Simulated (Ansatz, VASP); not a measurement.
N: VASP beside Ansatz

The input INCAR:

```
PREC = Accurate
ENCUT = 520
EDIFF = 1E-6
ISMEAR = -1
SIGMA = 0.01
LREAL = False
LASPH = True
NELM = 150
ALGO = Normal
ISIF = 2
LWAVE = False
LCHARG = False
ISPIN = 2
MAGMOM = 3
LORBIT = 11
GGA = PE
NBANDS = 12
ISYM = 0
```

KPOINTS

```
regular mesh
0
Gamma
  1 1 1
```

File POSCAR:

```
N
1.0
   14.0000000000      0.0000000000      0.0000000000
    0.0000000000     14.4000000000      0.0000000000
    0.0000000000      0.0000000000     14.8000000000
N
1
Direct
    0.5000000000      0.5000000000      0.5000000000
```

Input for Ansatz:

```yaml
crystal:
  lattice:
    - [14.0, 0.0, 0.0]
    - [0.0, 14.4, 0.0]
    - [0.0, 0.0, 14.8]
  atoms:
    - { symbol: "N", position: [0.5, 0.5, 0.5], spin: 3.0 }
  symmetry: { detect: false, time_reversal: true }
hamiltonian:
  xc: pbe
  pseudopotentials:
    kind: paw
    azcp:
      "N": "pseudopotentials/N.paw.azcp"
basis:
  ecutwfc: 420
  fft_grid_basis: typed
kpoints:
  mp_grid: { grid: [1, 1, 1], shift: [0, 0, 0] }
magnetization:
  spin_polarized: true
scf:
  occupations: { method: fermi_dirac, width: 0.01 }
```

Alike in both runs: task single point; functional PBE; k mesh 1 × 1 × 1; occupations fermi-dirac, width 0.01 eV; collinear spin.

```csv
,VASP,Ansatz
version,VASP 6.6.1,Ansatz 0.2.0
potentials or method,"VASP PAW PBE potentials, release 64 (N), cutoff 520 eV","plane waves (420 eV) with PAW, scalar-relativistic"
valence electrons in the cell,5,5
```

|  | VASP | Ansatz | Ansatz less VASP |
| --- | --- | --- | --- |
| gap on the k mesh at the Fermi level (eV) | 4.17 | 4.17 | 0.000 |
| net moment per atom (μB) | 3.00 | 3.00 | 0.000 |
| size of the moment on the site where the two differ most (μB) | 1.95 | 3.00 | +1.054 |

Site moments also hang on the region over which each program counts them.
